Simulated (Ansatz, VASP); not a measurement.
# Se in VASP and in Ansatz

```
Se
1.0
     4.13834    0.00000    0.00000
    -2.06917    3.58391    0.00000
     0.00000    0.00000    4.95525
Se
3
Direct
  0.29343 0.00000 0.33333
  0.00000 0.29343 0.66667
  0.70657 0.70657 0.00000
```

Alike in both runs: task single point; functional PBE; dispersion D3(BJ); k mesh 9 × 9 × 8; occupations gaussian, width 0.05 eV; no spin polarisation.

```csv
,VASP,Ansatz
version,VASP 6.6.1,Ansatz 0.2.0
potentials or method,"VASP PAW PBE potentials, release 64 (Se), cutoff 520 eV","scalar-relativistic, plane waves, PAW"
valence electrons in the cell,18,48
```

|  | VASP | Ansatz | Ansatz less VASP |
| --- | --- | --- | --- |
| gap on the k mesh at the Fermi level (eV) | none | none | - |
| pressure (GPa) | -5.3 | -5.3 | -0.02 |
| traceless stress, the component that is largest in VASP (GPa) | 1.18 | 1.18 | -0.002 |
| rms of the force components (eV/Å) | 0.408 | 0.410 | +0.0015 |

Atom by atom the forces differ by 0.002 eV/Å (rms over components). A gap of «none» marks a metal or a gap that the smearing closes. VASP's potentials hold 18 valence electrons a cell and Ansatz's 48, so a difference there can come from the potentials and not from the codes.
